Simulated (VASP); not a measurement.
BiTe5: single point with PBE

Crystal: BiTe5.

```
Bi Te
1.0
     0.00000    4.50138    4.50138
     4.50138    0.00000    4.50138
     4.50138    4.50138    0.00000
Bi Te
1 5
Direct
  0.00000 0.00000 0.00000
  0.25000 0.25000 0.25000
  0.12618 0.62461 0.62461
  0.62461 0.62461 0.62461
  0.62461 0.12618 0.62461
  0.62461 0.62461 0.12618
```

```
Program             : VASP 6.6.1
Task                : single point
Functional          : PBE
Potentials or basis : VASP PAW PBE potentials, release 64 (Bi_d, Te)
Cutoff              : 520 eV
k mesh              : 8 × 8 × 8
Occupations         : gaussian, width 0.1 eV
Spin                : no spin polarisation
```

```json
{
  "Pressure": "-0.1 GPa",
  "Largest force": "0.003 eV/Å"
}
```

Forces in eV/Å, atoms in the order of the input:
```
Bi   0.000  0.000  0.000
Te   0.000  0.000  0.000
Te  -0.002  0.002  0.002
Te  -0.002 -0.002 -0.002
Te   0.002 -0.002  0.002
Te   0.002  0.002 -0.002
```

Levels at points of the mesh, in eV from the Fermi level:
```
           k point  band 19  band 20  band 21  band 22  band 23  band 24  band 25  band 26  band 27  band 28
(0.00, 0.00, 0.00)    -2.26    -2.26     0.70     0.70     0.70     1.38     1.38     1.38     3.57     3.57
(0.50, 0.00, 0.00)    -2.18    -1.93    -1.21    -0.04    -0.04     0.47     1.36     1.36     1.46     2.39
(0.50, 0.50, 0.00)    -2.07    -1.76    -1.71    -0.60    -0.10    -0.10     0.02     0.61     0.61     2.15
```

Run time: 2.2 min on 1 thread of Intel(R) Xeon(R) Platinum 8488C (Sapphire Rapids), with other jobs on the host, peak memory 0.4 GiB.

Caveat: spin-orbit coupling is left out, which moves the levels of the heavy elements.
